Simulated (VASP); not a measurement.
Here is a VASP 6.6.1 calculation.

INCAR

```
SYSTEM = Al2Cu
  ALGO = Normal
  EDIFF = 1E-6
  ENCUT = 520
  GGA = PE
  ISIF = 2
  ISMEAR = 0
  LASPH = .TRUE.
  LCHARG = .FALSE.
  LREAL = .FALSE.
  LWAVE = .FALSE.
  NBANDS = 16
  NELM = 60
  PREC = Accurate
  SIGMA = 0.1
```

Contents of KPOINTS:

```
k-points
0
G
  6 6 8
  0 0 0
```

File POSCAR:

```
Al2Cu
1.0
    4.1051820000      0.0000000000      0.0000000000
    0.0000000000      4.1051820000      0.0000000000
    0.0000000000      0.0000000000      2.8913130000
Al Cu
2 1
Direct
    0.5000000000      0.0000000000      0.5000000000
    0.0000000000      0.5000000000      0.5000000000
    0.0000000000      0.0000000000      0.0000000000
```

Potentials or basis: VASP PAW PBE potentials, release 64 (Al, Cu).

Launch:

```bash
$ cat potpaw_PBE.64/Al/POTCAR potpaw_PBE.64/Cu/POTCAR > POTCAR
$ mpirun -np 1 vasp_std > vasp.out
```

Task: Predict the pressure.

Result: 0.8 GPa.

Stress tensor (GPa, compression positive):
```
 1.52  0.00  0.00
 0.00  1.52  0.00
 0.00  0.00 -0.51
```
